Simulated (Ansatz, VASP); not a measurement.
## ZnSe in VASP and in Ansatz

```
Zn Se
1.0
     0.00000    2.91722    2.80232
     2.80232    0.00000    2.80232
     2.80232    2.91722    0.00000
Zn Se
1 1
Direct
  0.00000 0.00000 0.00000
  0.75000 0.75000 0.75000
```

Alike in both runs: task single point; functional PBE; k mesh 10 × 10 × 10; occupations gaussian, width 0.05 eV; no spin polarisation.

|  | VASP | Ansatz |
| --- | --- | --- |
| version | VASP 6.6.1 | Ansatz 0.2.0 |
| potentials or method | VASP PAW PBE potentials, release 64 (Zn, Se), cutoff 520 eV | scalar-relativistic, plane waves, PAW |
| valence electrons in the cell | 18 | 28 |

```tsv
	VASP	Ansatz	Ansatz less VASP
gap on the k mesh at the Fermi level (eV)	1.20	1.20	-0.004
least direct gap on the mesh (eV)	1.20	1.20	-0.004
pressure (GPa)	1.9	1.6	-0.24
traceless stress, the component that is largest in VASP (GPa)	-0.98	-0.98	-0.007
```

VASP's potentials hold 18 valence electrons a cell and Ansatz's 28, so a difference there can come from the potentials and not from the codes.
